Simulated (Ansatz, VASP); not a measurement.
Al3GaN4 in VASP and in Ansatz

```
Al Ga N
1.0
     4.58327    0.00000    0.00000
     0.00000    4.58327    0.00000
     0.00000    0.00000    4.58327
Al Ga N
3 1 4
Direct
  0.50000 0.50000 0.00000
  0.50000 0.00000 0.50000
  0.00000 0.50000 0.50000
  0.00000 0.00000 0.00000
  0.74471 0.74471 0.25529
  0.74471 0.25529 0.74471
  0.25529 0.74471 0.74471
  0.25529 0.25529 0.25529
```

Change from the starting cell: strain +0.040 along x and y, +0.040 along z, atoms carried along.

Alike in both runs: task single point; functional PBEsol; k mesh 6 × 6 × 6; occupations gaussian, width 0.05 eV; no spin polarisation.

|  | VASP | Ansatz |
| --- | --- | --- |
| version | VASP 6.6.1 | Ansatz 0.2.0 |
| potentials or method | VASP PAW PBE potentials, release 64 (Al, Ga_d, N), cutoff 520 eV | scalar-relativistic, plane waves, PAW |
| valence electrons in the cell | 42 | 42 |

Ansatz gave:

* gap on the k mesh at the Fermi level (eV): 2.51
* least direct gap on the mesh (eV): 2.51
* pressure (GPa): -18.3

**Question.** Estimate VASP's values.

**Answer.** gap on the k mesh at the Fermi level (eV): 2.52; least direct gap on the mesh (eV): 2.52; pressure (GPa): -18.4.

VASP's potentials were made for PBE, not for PBEsol.
